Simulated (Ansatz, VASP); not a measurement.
**One calculation of TiAl, two programs**

Contents of INCAR:

```
SYSTEM = TiAl
ALGO = Fast ; EDIFF = 1E-6
ENCUT = 520 ; GGA = PS
ISIF = 2 ; ISMEAR = 0
LASPH = .True. ; LCHARG = .False.
LREAL = .False. ; LWAVE = .False.
NBANDS = 14 ; NELM = 60
PREC = Accurate ; SIGMA = 0.15
```

File KPOINTS:

```
k-points
0
Gamma
  14 14 14
  0 0 0
```

File POSCAR:

```
TiAl
1.0
    3.5032433677      0.0000000000      0.0000000000
    0.0000000000      3.5032433677      0.0000000000
    0.0000000000      0.0000000000      3.1560751060
Ti Al
1 1
Direct
    0.0000000000      0.0000000000      0.0000000000
    0.5000000000      0.5000000000      0.5000000000
```

Input for Ansatz:

```yaml
crystal:
  lattice:
    - [3.5032433677, 0.0, 0.0]
    - [0.0, 3.5032433677, 0.0]
    - [0.0, 0.0, 3.156075106]
  atoms:
    - { symbol: Ti, position: [0.0, 0.0, 0.0] }
    - { symbol: Al, position: [0.5, 0.5, 0.5] }
basis:
  ecutwfc: 520.0
kpoints:
  mp_grid: { grid: [14, 14, 14] }
hamiltonian:
  xc: pbesol
  pseudopotentials: { kind: paw, azcp: { folder: soft_1 } }
scf:
  occupations: { method: gaussian, width: 0.15 }
output:
  forces: true
  stress: true
  eigenvalues: true
```

Change from the starting cell: normal strain along x +0.1100, normal strain along y +0.1100.

Alike in both runs: task single point; functional PBEsol; k mesh 14 × 14 × 14; occupations gaussian, width 0.15 eV; no spin polarisation.

|  | VASP | Ansatz |
| --- | --- | --- |
| version | VASP 6.6.1 | Ansatz 0.2.0 |
| potentials or method | VASP PAW PBE potentials, release 64 (Ti_sv, Al), cutoff 520 eV | scalar-relativistic, plane waves, PAW |
| valence electrons in the cell | 15 | 15 |

Ansatz gave:

| Item | Value |
| --- | --- |
| gap on the k mesh at the Fermi level (eV) | none |
| pressure (GPa) | -16.0 |
| traceless stress, the component that is largest in VASP (GPa) | -1.67 |

**Question.** What did VASP give for the same quantities?

**Answer.** gap on the k mesh at the Fermi level (eV): none; pressure (GPa): -15.9; traceless stress, the component that is largest in VASP (GPa): -1.66.

VASP's potentials were made for PBE, not for PBEsol, and Ansatz warns of the same on its side. A gap of «none» marks a metal or a gap that the smearing closes.
